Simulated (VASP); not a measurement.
Crystal: BaO.

```
Ba O
1.0
     0.00000    2.76950    2.76950
     2.76950    0.00000    2.76950
     2.76950    2.76950    0.00000
Ba O
1 1
Direct
  0.00000 0.00000 0.00000
  0.50000 0.50000 0.50000
```

| Item | Value |
| --- | --- |
| Program | VASP 6.6.1 |
| Task | relaxation of cell and atoms |
| Functional | PBE |
| Potentials or basis | VASP PAW PBE potentials, release 64 (Ba_sv, O) |
| Cutoff | 600 eV |
| k mesh | 8 × 8 × 8 |
| Occupations | gaussian, width 0.02 eV |
| Spin | no spin polarisation |

At the start: pressure 3.0 GPa; volume 21.24 Å³/atom.

Problem. How do energy, volume and symmetry change on relaxing?

Solution. Over 3 steps the energy falls by 7.7 meV/atom and the volume is 22.11 Å³/atom (+4.1 %); space group Fm-3m (No. 225, to 0.1 Å) before and after.

The path:
```tsv
step	energy change (eV)	largest force (eV/Å)	pressure (GPa)	volume (Å³)
1	0.0000	0.0000	2.98	42.48
2	-0.0129	0.0000	-1.08	44.96
3	-0.0155	0.0000	0.00	44.21
```

Final structure:
```
Ba O
1.0
     0.00000    2.80654    2.80654
     2.80654    0.00000    2.80654
     2.80654    2.80654    0.00000
Ba O
1 1
Direct
  0.00000 0.00000 0.00000
  0.50000 0.50000 0.50000
```
